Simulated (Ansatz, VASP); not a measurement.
## One calculation of Ga2O3, two programs

File POSCAR:

```
Ga2O3
1.0
    2.4673391545      1.4245189250      4.4358325028
   -2.4673391545      1.4245189250      4.4358325028
    0.0000000000     -2.8490378501      4.4358325028
Ga O
4 6
Direct
    0.8553711113      0.8553711113      0.8553711113
    0.6446288887      0.6446288887      0.6446288887
    0.1446288887      0.1446288887      0.1446288887
    0.3553711113      0.3553711113      0.3553711113
    0.7500000000      0.4463557949      0.0536442051
    0.4463557949      0.0536442051      0.7500000000
    0.0536442051      0.7500000000      0.4463557949
    0.2500000000      0.5536442051      0.9463557949
    0.9463557949      0.2500000000      0.5536442051
    0.5536442051      0.9463557949      0.2500000000
```

The input INCAR.step1:

```
SYSTEM = Ga2O3
ALGO = Normal ; EDIFF = 1E-4
ENCUT = 520 ; GGA = PE
ISMEAR = 0 ; LASPH = .TRUE.
LCHARG = .FALSE. ; LREAL = .FALSE.
LWAVE = .TRUE. ; NBANDS = 55
NELM = 60 ; PREC = Accurate
SIGMA = 0.01
```

Contents of INCAR.step2:

```
SYSTEM = Ga2O3
ALGO = Normal ; EDIFF = 1E-6
ENCUT = 520 ; ISIF = 2
ISMEAR = 0 ; ISTART = 1
LASPH = .TRUE. ; LCHARG = .FALSE.
LMIXTAU = .TRUE. ; LREAL = .FALSE.
LWAVE = .FALSE. ; METAGGA = R2SCAN
NBANDS = 55 ; NELM = 60
PREC = Accurate ; SIGMA = 0.01
```

Contents of KPOINTS:

```
k-points
0
G
  6 6 6
  0 0 0
```

Input for Ansatz:

```yaml
crystal:
  lattice:
    - [2.4673391545, 1.424518925, 4.4358325028]
    - [-2.4673391545, 1.424518925, 4.4358325028]
    - [0.0, -2.8490378501, 4.4358325028]
  atoms:
    - { symbol: Ga, position: [0.8553711113, 0.8553711113, 0.8553711113] }
    - { symbol: Ga, position: [0.6446288887, 0.6446288887, 0.6446288887] }
    - { symbol: Ga, position: [0.1446288887, 0.1446288887, 0.1446288887] }
    - { symbol: Ga, position: [0.3553711113, 0.3553711113, 0.3553711113] }
    - { symbol: O, position: [0.75, 0.4463557949, 0.0536442051] }
    - { symbol: O, position: [0.4463557949, 0.0536442051, 0.75] }
    - { symbol: O, position: [0.0536442051, 0.75, 0.4463557949] }
    - { symbol: O, position: [0.25, 0.5536442051, 0.9463557949] }
    - { symbol: O, position: [0.9463557949, 0.25, 0.5536442051] }
    - { symbol: O, position: [0.5536442051, 0.9463557949, 0.25] }
kpoints:
  mp_grid: { grid: [6, 6, 6] }
  band_path:
    path:
      - [0.0, 0.0, 0.0]
      - [0.5, 0.5, 0.5]
      - [0.7645798177, 0.2354201823, 0.5]
      - [0.5, -0.2354201823, 0.2354201823]
      - [0.5, 0.0, 0.0]
      - [0.3677100911, -0.3677100911, 0.0]
      - [0.6322899089, 0.0, 0.3677100911]
      - [0.5, 0.0, 0.5]
      - [0.0, 0.166667, -0.166667]
    npoints: 1
hamiltonian:
  xc: r2scan
scf:
  occupations: { method: fixed }
  n_extra_bands: 6
output:
  forces: true
  stress: true
  eigenvalues: true
```

Change from the starting cell: hydrostatic strain -1.0%.

Alike in both runs: task single point; functional r2SCAN; k mesh 6 × 6 × 6; no spin polarisation.

|  | VASP | Ansatz |
| --- | --- | --- |
| version | VASP 6.6.1 | Ansatz 0.2.0 |
| potentials or method | VASP PAW PBE potentials, release 64 (Ga_d, O) | plane waves, PAW |
| plane-wave cutoff (eV) | 520 | 500 |
| occupations | gaussian, width 0.01 eV | fixed |
| valence electrons in the cell | 88 | 88 |

Ansatz gave:

- gap on the k mesh at the Fermi level (eV): 3.90
- pressure (GPa): 7.6
- traceless stress, the component that is largest in VASP (GPa): -0.60
- rms of the force components (eV/Å): 0.001

**Question.** Which values does VASP return?

**Answer.** gap on the k mesh at the Fermi level (eV): 3.89; pressure (GPa): 9.8; traceless stress, the component that is largest in VASP (GPa): -0.98; rms of the force components (eV/Å): 0.022.

VASP's potentials were made for PBE, not for r2SCAN. Atom by atom the forces differ by 0.023 eV/Å (rms over components).
